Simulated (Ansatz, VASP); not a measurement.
# CoO in VASP and in Ansatz

```
Co O
1.0
     0.00000    2.12437    2.12437
     2.12437    0.00000    2.12437
     2.12437    2.12437    0.00000
Co O
1 1
Direct
  0.00000 0.00000 0.00000
  0.50000 0.50000 0.50000
```

Change from the starting cell: volume scaled by 0.99, PAW files.

Alike in both runs: task electric field gradients; functional PBE; k mesh 16 × 16 × 16; occupations fermi-dirac, width 0.05 eV; collinear spin.

|  | VASP | Ansatz |
| --- | --- | --- |
| version | VASP 6.6.1 | Ansatz 0.2.0 |
| potentials or method | VASP PAW PBE potentials, release 64 (Co, O) | PAW with Ansatz's default frozen-core files, scalar-relativistic |
| plane-wave cutoff (eV) | 520 | 420 |
| valence electrons in the cell | 15 | 23 |

```csv
,VASP,Ansatz,Ansatz less VASP
pressure (GPa),-0.7,-0.1,+0.65
net moment per atom (μB),1.44,1.46,+0.019
size of the moment on the site where the two differ most (μB),2.54,2.48,-0.056
```

Site moments also hang on the region over which each program counts them. With one functional, cell and mesh, what is left measures potentials, basis and numerics. VASP's potentials hold 15 valence electrons a cell and Ansatz's 23, so a difference there can come from the potentials and not from the codes.
